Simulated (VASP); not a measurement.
The system is Si5C3.

```
CELL_PARAMETERS angstrom
3.40000 0.00000 0.00000
-1.70000 2.94449 0.00000
0.00000 0.00000 10.87000
ATOMIC_POSITIONS crystal
Si 0.00000 0.00000 0.00000
Si 0.33333 0.66667 0.23900
Si 0.66667 0.33333 0.47800
Si 0.33333 0.66667 0.71800
Si 0.33333 0.66667 0.93800
C 0.00000 0.00000 0.17900
C 0.33333 0.66667 0.41900
C 0.66667 0.33333 0.65800
```

```yaml
Program: VASP 6.6.1
Task: relaxation of cell and atoms
Functional: PBE
Potentials_or_basis: VASP PAW PBE potentials, release 64 (Si, C)
Cutoff: 600 eV
k_mesh: 5 × 5 × 2
Occupations: gaussian, width 0.2 eV
Spin: no spin polarisation
```

At the start: pressure -5.1 GPa; volume 13.60 Å³/atom.

Problem. How do energy, volume and symmetry change on relaxing?

Solution. Over 12 steps the energy falls by 235.8 meV/atom and the volume is 12.15 Å³/atom (-10.7 %); space group P3m1 (No. 156, to 0.05 Å).

The path:
| step | energy change (eV) | largest force (eV/Å) | pressure (GPa) | volume (Å³) |
| --- | --- | --- | --- | --- |
| 1 | 0.0000 | 4.4751 | -5.09 | 108.82 |
| 2 | -1.1756 | 2.3653 | -1.51 | 102.16 |
| 3 | -1.1773 | 2.2856 | -1.72 | 102.38 |
| 4 | -1.5473 | 1.8048 | 3.19 | 96.59 |
| 5 | -1.5794 | 1.4927 | 1.57 | 98.04 |
| 6 | -1.7427 | 0.8836 | -0.28 | 98.63 |
| 7 | -1.7754 | 0.9042 | -1.36 | 99.03 |
| 8 | -1.8525 | 0.8263 | -1.55 | 98.39 |
| 9 | -1.8527 | 0.8188 | -1.56 | 98.42 |
| 10 | -1.8833 | 0.2913 | 0.20 | 97.17 |
| 11 | -1.8835 | 0.2813 | 0.08 | 97.25 |
| 12 | -1.8865 | 0.0673 | 0.04 | 97.22 |

Final structure:
```xyz
8
Lattice="3.1506 0.0000 0.0000 -1.5753 2.7285 0.0000 0.0000 0.0000 11.3100" Properties=species:S:1:pos:R:3 pbc="T T T"
Si    0.0000    0.0000    0.3507
Si    0.0000    1.8190    2.8579
Si    1.5753    0.9095    5.3790
Si    0.0000    1.8190    7.8949
Si    0.0000    1.8190   10.2665
C     0.0000    0.0000    2.2509
C     0.0000    1.8190    4.7576
C     1.5753    0.9095    7.2865
```

Caveat: the k points lie up to 0.46 Å⁻¹ apart in the final cell; the relaxation stopped at a loose force limit of 0.08 eV/Å, so its end isn't a converged minimum.
